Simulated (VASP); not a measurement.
Input of a VASP 6.6.1 run:

File POSCAR:

```
GaP
1.0
    0.0000000000      2.7252500000      2.5889875000
    2.7252500000      0.0000000000      2.5889875000
    2.7252500000      2.7252500000      0.0000000000
Ga P
1 1
Direct
    0.0000000000      0.0000000000      0.0000000000
    0.7500000000      0.7500000000      0.7500000000
```

Contents of INCAR.step1:

```
SYSTEM = GaP
  PREC = Accurate
  ENCUT = 520
  ISMEAR = 0
  SIGMA = 0.05
  LREAL = .FALSE.
  LASPH = .TRUE.
  NELM = 80
  NBANDS = 16
  GGA = PE
  ALGO = Normal
  EDIFF = 1E-4
  LWAVE = .TRUE.
  LCHARG = .FALSE.
```

The input INCAR.step2:

```
SYSTEM = GaP
  PREC = Accurate
  ENCUT = 520
  EDIFF = 1E-7
  ISMEAR = 0
  SIGMA = 0.05
  LREAL = .FALSE.
  LASPH = .TRUE.
  NELM = 80
  ALGO = Normal
  ISIF = 2
  LWAVE = .FALSE.
  LCHARG = .FALSE.
  METAGGA = R2SCAN
  LMIXTAU = .TRUE.
  NBANDS = 16
  ISTART = 1
```

KPOINTS

```
regular mesh
0
G
  8 8 8
  0 0 0
```

Potentials or basis: VASP PAW PBE potentials, release 64 (Ga_d, P).

Launch:

```console
$ cat potpaw_PBE.64/Ga_d/POTCAR potpaw_PBE.64/P/POTCAR > POTCAR
$ cp INCAR.step1 INCAR
$ mpirun -np 1 vasp_std > vasp.out
$ cp INCAR.step2 INCAR
$ mpirun -np 1 vasp_std > vasp.out
```

Q: Estimate the pressure.

A: 5.0 GPa.

Q: Estimate the band gap on the k mesh.

A: 1.29 eV, indirect (least direct gap 2.59 eV).

Stress tensor (GPa, compression positive):
```
3.69 0.00 0.00
0.00 3.69 0.00
0.00 0.00 7.53
```

Caveat: the cell differs from its parent crystal (strain +0.000 along x and y, -0.050 along z); the PAW data sets were made with another functional, which shifts forces and pressure a little. A k mesh can miss the band edges.
